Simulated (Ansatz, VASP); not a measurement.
# IrC in VASP and in Ansatz

The input INCAR:

```
PREC = Accurate ; ENCUT = 600
EDIFF = 1E-7 ; ISMEAR = -1
SIGMA = 0.08 ; LREAL = False
LASPH = True ; NELM = 80
ALGO = Normal ; ISIF = 3
LWAVE = False ; LCHARG = False
GGA = PE ; IBRION = 2
NSW = 60 ; EDIFFG = -0.005
```

The input KPOINTS:

```
Automatic mesh
0
Gamma
  16 16 16
```

Contents of POSCAR:

```
IrC
1.0
    0.0000000000      2.3218500048      2.3218500048
    2.3218500048      0.0000000000      2.3218500048
    2.3218500048      2.3218500048      0.0000000000
Ir C
1 1
Direct
    0.0000000000      0.0000000000      0.0000000000
    0.2500000000      0.2500000000      0.2500000000
```

Input for Ansatz:

```yaml
crystal:
  lattice:
    - [0.0, 2.3218500048, 2.3218500048]
    - [2.3218500048, 0.0, 2.3218500048]
    - [2.3218500048, 2.3218500048, 0.0]
  atoms:
    - { symbol: Ir, position: [0.0, 0.0, 0.0] }
    - { symbol: C, position: [0.25, 0.25, 0.25] }
kpoints:
  mp_grid: { grid: [16, 16, 16] }
scf:
  occupations: { method: fermi_dirac, width: 0.08 }
hamiltonian:
  xc: pbe
  pseudopotentials: { kind: paw }
output:
  forces: true
  stress: true
relax:
  f_tol: 0.005
  max_steps: 40
  cell: {}
```

Alike in both runs: task relaxation of cell and atoms; functional PBE; k mesh 16 × 16 × 16; occupations fermi-dirac, width 0.08 eV; no spin polarisation.

|  | VASP | Ansatz |
| --- | --- | --- |
| version | VASP 6.6.1 | Ansatz 0.2.0 |
| potentials or method | VASP PAW PBE potentials, release 64 (Ir, C) | PAW with Ansatz's default frozen-core files, scalar-relativistic |
| plane-wave cutoff (eV) | 600 | 420 |
| valence electrons in the cell | 13 | 21 |

```csv
,VASP,Ansatz,Ansatz less VASP
relaxed volume (Å³/atom),12.42,12.34,-0.083
relaxed length of the cell vector where the two differ most in proportion (Å),3.275,3.268,-0.0073
```

VASP's potentials hold 13 valence electrons a cell and Ansatz's 21, so a difference there can come from the potentials and not from the codes.

Spin-orbit coupling is off throughout.
